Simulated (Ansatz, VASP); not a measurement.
## BaTiO3: VASP beside Ansatz

```
Ba Ti O
1.0
     3.91751    0.00000    0.00000
     0.00000    3.91751    0.00000
     0.00000    0.00000    3.91751
Ba Ti O
1 1 3
Direct
  0.50000 0.50000 0.50000
  0.00000 0.00000 0.00000
  0.50000 0.00000 0.00000
  0.00000 0.50000 0.00000
  0.00000 0.00000 0.50000
```

Alike in both runs: task single point; functional r2SCAN; k mesh 8 × 8 × 8; occupations gaussian, width 0.02 eV; no spin polarisation.

```csv
,VASP,Ansatz
version,VASP 6.6.1,Ansatz 0.2.0
potentials or method,"VASP PAW PBE potentials, release 64 (Ba_sv, Ti_sv, O), cutoff 520 eV","scalar-relativistic, plane waves, PAW"
valence electrons in the cell,40,40
```

Ansatz gave:

* gap on the k mesh at the Fermi level (eV): 2.32
* least direct gap on the mesh (eV): 2.35
* pressure (GPa): 11.9

**Question.** Which values does VASP return?

**Answer.** gap on the k mesh at the Fermi level (eV): 2.28; least direct gap on the mesh (eV): 2.37; pressure (GPa): 14.4.

VASP's potentials were made for PBE, not for r2SCAN.

Spin-orbit coupling is off throughout.
